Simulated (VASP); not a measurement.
# C in VASP: further runs

C is run at these levels: PBE+D3(BJ); tasks: single point.

Everything below comes from runs of VASP 6.6.1. Logs are shortened: lines on timing, memory, paths and dates and some standing lists are left out, and cuts for length are marked.

## Step 1: The cell of the first run

Symmetry: Cmmm, No. 65, orthorhombic system. Conventional cell: a = 2.465 Å, b = 4.269 Å, c = 3.572 Å, α = 90.00°, β = 90.00°, γ = 90.00°. Within 1.9 Å of C (site symmetry m2m) lie 3 C at 1.40 to 1.47 Å.

## Step 2: Single point, PBE+D3(BJ) (mode 8 frozen in at +0.000 Å and mode 12 at -0.024 Å (largest displacements))

File INCAR:

```
SYSTEM = C
ALGO = Normal ; EDIFF = 1E-6
ENCUT = 520 ; GGA = PE
ISIF = 2 ; ISMEAR = 0
IVDW = 12 ; LASPH = .True.
LCHARG = .False. ; LREAL = .False.
LWAVE = .False. ; NBANDS = 16
NELM = 80 ; PREC = Accurate
SIGMA = 0.15
```

File KPOINTS:

```
k-points
0
Gamma
  18 12 10
  0 0 0
```

File POSCAR:

```
C
1.0
   -2.4646600698      0.0000000000      0.0000000000
    0.0000000000      0.0000000000     -3.5719696368
    0.0000000000     -4.2689164642      0.0000000000
C
4
Direct
    0.5000000000      0.0000000000      0.1722887022
    0.0000000000      0.0000000000      0.6722887022
    0.0000000000      0.0000000000      0.3277112978
    0.5000000000      0.0000000000      0.8277112978
```

Potentials or basis: VASP PAW PBE potentials, release 64 (C).

The run is started by

```
> cat potpaw_PBE.64/C/POTCAR > POTCAR
> mpirun -np 1 vasp_std > vasp.out
```

OUTCAR:

```text
SYSTEM = C
   EDIFF = 1E-6
   ENCUT = 520
   GGA = PE
   ISIF = 2
   ISMEAR = 0
   IVDW = 12
   LASPH = .True.
   LREAL = .False.
   NELM = 80
   PREC = Accurate
 IVDW          = 12

 ion  position               nearest neighbor table
   1  0.500  0.000  0.172-   3 1.40   3 1.40   4 1.47
   2  0.000  0.000  0.672-   4 1.40   4 1.40   3 1.47
   3  0.000  0.000  0.328-   1 1.40   1 1.40   2 1.47
   4  0.500  0.000  0.828-   2 1.40   2 1.40   1 1.47

  LATTYP: Found a simple orthorhombic cell.
 ALAT       =     2.4646600698
 B/A-ratio  =     1.4492747623
 C/A-ratio  =     1.7320508075

  Lattice vectors:

 A1 = (  -2.4646600698,   0.0000000000,   0.0000000000)
 A2 = (   0.0000000000,   0.0000000000,  -3.5719696368)
 A3 = (   0.0000000000,  -4.2689164642,   0.0000000000)

Analysis of symmetry for initial positions (statically):
=====================================================================
 Subroutine PRICEL returns following result:

  LATTYP: Found a hexagonal cell.
 ALAT       =     2.4646600698
 C/A-ratio  =     1.4492747623

  Lattice vectors:

 A1 = (  -1.2323300349,  -2.1344582321,   0.0000000000)
 A2 = (  -1.2323300349,   2.1344582321,   0.0000000000)
 A3 = (   0.0000000000,   0.0000000000,  -3.5719696368)

   2 primitive cells build up your supercell.

 Routine SETGRP: Setting up the symmetry group for a
 simple orthorhombic supercell.

 Subroutine GETGRP returns: Found  8 space group operations
 (whereof  8 operations were pure point group operations)
 out of a pool of  8 trial point group operations.

The static configuration has the point symmetry D_2h.

Analysis of symmetry for dynamics (positions and initial velocities):
=====================================================================
 Subroutine PRICEL returns following result:

  LATTYP: Found a hexagonal cell.
 ALAT       =     2.4646600698
 C/A-ratio  =     1.4492747623

  Lattice vectors:

 A1 = (  -1.2323300349,  -2.1344582321,   0.0000000000)
 A2 = (  -1.2323300349,   2.1344582321,   0.0000000000)
 A3 = (   0.0000000000,   0.0000000000,  -3.5719696368)

   2 primitive cells build up your supercell.

 Routine SETGRP: Setting up the symmetry group for a
 simple orthorhombic supercell.

 Subroutine GETGRP returns: Found  8 space group operations
 (whereof  8 operations were pure point group operations)
 out of a pool of  8 trial point group operations.

The dynamic configuration has the point symmetry D_2h.

 Subroutine INISYM returns: Found  8 space group operations
 (whereof  8 operations are pure point group operations),
 and found     2 'primitive' translations

----------------------------------------------------------------------------------------

                                     Primitive cell

  volume of cell :      18.7911

  direct lattice vectors                    reciprocal lattice vectors
    -1.232330035 -2.134458232  0.000000000    -0.405735465 -0.234251480  0.000000000
    -1.232330035  2.134458232  0.000000000    -0.405735465  0.234251480  0.000000000
     0.000000000  0.000000000 -3.571969637     0.000000000  0.000000000 -0.279957587

  length of vectors
     2.464660070  2.464660070  3.571969637     0.468502960  0.468502960  0.279957587

  position of ions in fractional coordinates (direct lattice)
     0.672288702  0.327711298  0.000000000
     0.327711298  0.672288702  0.000000000

  ion indices of the primitive-cell ions
   primitive index   ion index
                 1           1
                 2           4

----------------------------------------------------------------------------------------

 KPOINTS: k-points

Automatic generation of k-mesh.
 Grid dimensions read from file:
 generate k-points for:   18   12   10

 Generating k-lattice:

  Cartesian coordinates                     Fractional coordinates (reciprocal lattice)
    -0.022540859  0.000000000  0.000000000     0.055555556  0.000000000  0.000000000
     0.000000000  0.000000000 -0.023329799     0.000000000  0.083333333  0.000000000
     0.000000000 -0.023425148  0.000000000     0.000000000  0.000000000  0.100000000

  Length of vectors
     0.022540859  0.023329799  0.023425148

  Shift w.r.t. Gamma in fractional coordinates (k-lattice)
     0.000000000  0.000000000  0.000000000

 Subroutine IBZKPT returns following result:
 ===========================================

 Found    420 irreducible k-points:

 Following reciprocal coordinates:
            Coordinates               Weight
  0.000000  0.000000  0.000000      1.000000
  0.055556  0.000000  0.000000      2.000000
  0.111111  0.000000  0.000000      2.000000
  0.166667  0.000000  0.000000      2.000000
  0.222222  0.000000  0.000000      2.000000
  0.277778  0.000000  0.000000      2.000000
[... 16 lines left out ...]
  0.111111  0.166667  0.000000      4.000000
  0.166667  0.166667  0.000000      4.000000
 [... further k-points ...]
   k-points           NKPTS =    420   k-points in BZ     NKDIM =    420   number of bands    NBANDS=     16
   number of dos      NEDOS =    301   number of ions     NIONS =      4
   total plane-waves  NPLWV =  16128
   dimension x,y,z NGX =    18 NGY =   28 NGZ =   32
   dimension x,y,z NGXF=    36 NGYF=   56 NGZF=   64
   ions per type =               4
   NGX,Y,Z   is equivalent  to a cutoff of  12.14, 13.03, 12.46 a.u.
   NGXF,Y,Z  is equivalent  to a cutoff of  24.28, 26.06, 24.92 a.u.
 SYSTEM =  C
   PREC   = accura    normal or accurate (medium, high low for compatibility)
   ISTART =      0    job   : 0-new  1-cont  2-samecut
   ICHARG =      2    charge: 1-file 2-atom 10-const
   ISPIN  =      1    spin polarized calculation?
   LNONCOLLINEAR =      F non collinear calculations
   LSORBIT =      F    spin-orbit coupling
   LASPH  =      T    aspherical Exc in radial PAW
   ENCUT  =  520.0 eV  38.22 Ry    6.18 a.u.   4.58  6.64  7.94*2*pi/ulx,y,z
   NELM   =     80;   NELMIN=  2; NELMDL= -5     # of ELM steps
   EDIFF  = 0.1E-05   stopping-criterion for ELM
   LREAL  =      F    real-space projection
   EDIFFG = 0.1E-04   stopping-criterion for IOM
   NSW    =      0    number of steps for IOM
   IBRION =     -1    ionic relax: 0-MD 1-quasi-New 2-CG
   NFREE  =      0    steps in history (QN), initial steepest desc. (CG)
   ISIF   =      2    stress and relaxation
   ISYM   =      2    0-nonsym 1-usesym 2-fastsym
   POTIM  = 0.5000    time-step for ionic-motion
   TEBEG  =    0.0;   TEEND  =   0.0 temperature during run
   PSTRESS=    0.0 pullay stress
   NELECT =      16.0000    total number of electrons
   NUPDOWN=      -1.0000    fix difference up-down
   EMIN   =  10.00;   EMAX   =-10.00  energy-range for DOS
   EFERMI =   0.00;   METHOD = LEGACY
   ISMEAR =     0;   SIGMA  =   0.15  broadening in eV -4-tet -1-fermi 0-gaus
   EFERMI_NEDOS =   21; number of points for ismear=-14 and -15
   IALGO  =     38    algorithm
   IMIX   =      4    mixing-type and parameters
     AMIX     =   0.40;   BMIX     =  1.00
     AMIX_MAG =   1.60;   BMIX_MAG =  1.00
  volume/ion in A,a.u.               =       9.40        63.40
  Fermi-wavevector in a.u.,A,eV,Ry     =   1.231556  2.327303 20.636352  1.516729
  Thomas-Fermi vector in A             =   2.366360
   LORBIT       =      0    0 simple, 1 ext, 2 COOP (PROOUT), +10 PAW based schemes
   GGA     = PE    functional components
   LHFCALC =     F    Hartree Fock is set to
   AEXX    =    0.0000 exact exchange contribution
   IVDW    =    12    specifies the selected vdW correction
   LEPSILON=     F    determine dielectric tensor
   LRPA    =     F    only Hartree local field effects (RPA)
 non-spin polarized calculation
 Gauss-broadening in eV      SIGMA  =   0.15
  energy-cutoff  :      520.00
  volume of cell :       37.58
 maximum number of plane-waves:      1040
   NGX =  9   NGY = 13   NGZ = 15

 number of electron      16.0000004 magnetization

 Free energy of the ion-electron system (eV)
  ---------------------------------------------------
  ext. energy  EPLUGINS =         0.00000000
  ---------------------------------------------------
  free energy    TOTEN  =       -36.73635268 eV

  energy without entropy =      -36.73562486  energy(sigma->0) =      -36.73598877

 E-fermi :   4.1618     XC(G=0):  -9.8784

 val. band max:        4.0756465338   @ k =   0.3333   0.4167   0.0000
 cond. band min:       4.2365814234   @ k =   0.3333   0.3333   0.0000
 fundamental gap:      0.1609348896
 Fermi energy:         4.1618265411

 k-point     1 :       0.0000    0.0000    0.0000
  band No.  band energies     occupation
      1     -15.4509      2.00000
      2     -10.3517      2.00000
      3      -8.7308      2.00000
      4      -2.7138      2.00000
      5      -2.5996      2.00000
      6       0.4169      2.00000
[... 8 lines left out ...]
     15      15.5395      0.00000
     16      15.7678      0.00000

 k-point     2 :       0.0556    0.0000    0.0000
  band No.  band energies     occupation
      1     -15.3963      2.00000
      2     -10.3060      2.00000
      3      -8.6816      2.00000
      4      -2.8349      2.00000
      5      -2.6490      2.00000
      6       0.2105      2.00000
[... 8 lines left out ...]
     15      15.5702      0.00000
     16      15.5964      0.00000

 k-point     3 :       0.1111    0.0000    0.0000
  band No.  band energies     occupation
      1     -15.2325      2.00000
      2     -10.1691      2.00000
      3      -8.5369      2.00000
      4      -3.4766      2.00000
      5      -2.4550      2.00000
      6      -0.3545      2.00000
[... 8 lines left out ...]
     15      15.2018      0.00000
     16      15.7644      0.00000

 k-point     4 :       0.1667    0.0000    0.0000
  band No.  band energies     occupation
      1     -14.9600      2.00000
      2      -9.9413      2.00000
      3      -8.3061      2.00000
      4      -4.3801      2.00000
      5      -2.1335      2.00000
      6      -1.1601      2.00000
[... 8 lines left out ...]
     15      15.3978      0.00000
     16      16.0351      0.00000

 k-point     5 :       0.2222    0.0000    0.0000
  band No.  band energies     occupation
      1     -14.5799      2.00000
      2      -9.6231      2.00000
      3      -8.0229      2.00000
      4      -5.3844      2.00000
      5      -2.0942      2.00000
      6      -1.6875      2.00000
[... 8 lines left out ...]
     15      15.6390      0.00000
     16      16.3921      0.00000

 k-point     6 :       0.2778    0.0000    0.0000
  band No.  band energies     occupation
      1     -14.0938      2.00000
      2      -9.2150      2.00000
      3      -7.8476      2.00000
      4      -6.2399      2.00000
      5      -3.0769      2.00000
      6      -1.1216      2.00000
[... 8 lines left out ...]
     15      16.2129      0.00000
     16      16.8107      0.00000
[... 267 lines left out ...]
 k-point    21 :       0.0000    0.1667    0.0000
  band No.  band energies     occupation
      1     -15.4069      2.00000
      2     -10.3197      2.00000
      3      -8.7030      2.00000
      4      -3.1171      2.00000
      5      -2.5925      2.00000
      6       0.4213      2.00000
[... 8 lines left out ...]
     15      15.9165      0.00000
     16      16.1061      0.00000

 k-point    22 :       0.0556    0.1667    0.0000
  band No.  band energies     occupation
      1     -15.3524      2.00000
      2     -10.2742      2.00000
      3      -8.6541      2.00000
      4      -3.0514      2.00000
      5      -2.8270      2.00000
      6       0.2153      2.00000
[... 8 lines left out ...]
     15      15.9560      0.00000
     16      16.0875      0.00000

 k-point    23 :       0.1111    0.1667    0.0000
  band No.  band energies     occupation
      1     -15.1889      2.00000
      2     -10.1378      2.00000
      3      -8.5095      2.00000
      4      -3.4662      2.00000
      5      -2.8548      2.00000
      6      -0.3483      2.00000
[... 8 lines left out ...]
     15      16.0111      0.00000
     16      16.0692      0.00000

 k-point    24 :       0.1667    0.1667    0.0000
  band No.  band energies     occupation
      1     -14.9172      2.00000
      2      -9.9108      2.00000
      3      -8.2790      2.00000
      4      -4.3667      2.00000
      5      -2.5289      2.00000
      6      -1.1521      2.00000
[... 8 lines left out ...]
     15      15.8424      0.00000
     16      16.2391      0.00000

 [... further k-points ...]

------------------------ aborting loop because EDIFF is reached ----------------------------------------

 Edisp (eV)   -0.58000

 E8    (eV) :    -0.1630

  FORCE on cell =-STRESS in cart. coord.  units (eV):
  Direction    XX          YY          ZZ          XY          YZ          ZX
  --------------------------------------------------------------------------------------
  -------------------------------------------------------------------------------------
  Total       1.56380    -0.60036    -0.02007     0.00000     0.00000     0.00000
  in kB      66.66668   -25.59405    -0.85559     0.00000     0.00000     0.00000
  external pressure =       13.41 kB  Pullay stress =        0.00 kB

 VOLUME and BASIS-vectors are now :
 -----------------------------------------------------------------------------
  energy-cutoff  :      520.00
  volume of cell :       37.58
      direct lattice vectors                 reciprocal lattice vectors
    -2.464660070  0.000000000  0.000000000    -0.405735465  0.000000000  0.000000000
     0.000000000  0.000000000 -3.571969637     0.000000000  0.000000000 -0.279957587
     0.000000000 -4.268916464  0.000000000     0.000000000 -0.234251480  0.000000000

 POSITION                                       TOTAL-FORCE (eV/Angst)
 -----------------------------------------------------------------------------------
     -1.23233     -0.73549      0.00000        -0.000000      2.444900      0.000000
      0.00000     -2.86994      0.00000        -0.000000      2.444900      0.000000
      0.00000     -1.39897      0.00000         0.000000     -2.444900      0.000000
     -1.23233     -3.53343      0.00000         0.000000     -2.444900     -0.000000
 -----------------------------------------------------------------------------------
    total drift:                               -0.000000     -0.000000     -0.000000

  FREE ENERGIE OF THE ION-ELECTRON SYSTEM (eV)
  ---------------------------------------------------
  free  energy   TOTEN  =       -37.3163552159 eV

  energy  without entropy=      -37.3156273988  energy(sigma->0) =      -37.31599131
```

Run time: 1.9 min. Hardware: 1 thread of Intel Xeon Platinum 8488C (Sapphire Rapids), shared host; peak memory 0.29 GiB.

What came out:

| Item | Value |
| --- | --- |
| Free energy | -37.3164 eV |
| Pressure | 1.3 GPa |
| Largest force | 2.445 eV/Å |
| Band gap on the k mesh | zero (band 8 reaches 4.31 eV, above the bottom of band 9 at 4.02 eV) |
| Dispersion energy per atom | -0.145 eV |

Forces in eV/Å, atoms in the order of the input:
```
C    0.000  2.445  0.000
C    0.000  2.445  0.000
C    0.000 -2.445  0.000
C    0.000 -2.445  0.000
```

Caveat: the cell differs from its parent crystal (mode 8 frozen in at +0.000 Å and mode 12 at -0.024 Å (largest displacements)); forces of over 1 eV/Å act on the atoms, so gaps and moduli don't describe the material at rest.

(Part 1 of 2 ends here.)
